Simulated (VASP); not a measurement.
The system is NaCl.

```
Na Cl
1.0
     0.00000    2.79406    2.79406
     2.79406    0.00000    2.79406
     2.79406    2.79406    0.00000
Na Cl
1 1
Direct
  0.00000 0.00000 0.00000
  0.50000 0.50000 0.50000
```

Program: VASP 6.6.1. Alike in all runs: task single point; potentials or basis VASP PAW PBE potentials, release 64 (Na_pv, Cl); cell as given; cutoff (eV) 500; smearing gaussian 0.1 eV.

Task: Order these runs on this cell by their pressure, lowest first.
A. level BLYP; spin non-collinear, zero start, SOC; k mesh 3 × 2 × 2
B. level PBE; spin collinear, zero start; fixed moment (μB) 0.0; k mesh 4 × 4 × 4
C. level PBE; spin collinear; fixed moment (μB) 5.0; k mesh 3 × 3 × 3

Result: B (1.5 GPa), A (3.4 GPa), C (28.4 GPa).

Caveats: all runs use coarse meshes; the total moment is fixed, so each spin has its own Fermi level (at least some runs); the moment is held away from its start (at least some runs); the total moment is fixed, so each spin has its own Fermi level and the state may be an excited one (at least some runs); the PAW data sets were made with another functional, which shifts forces and pressure a little (at least some runs).
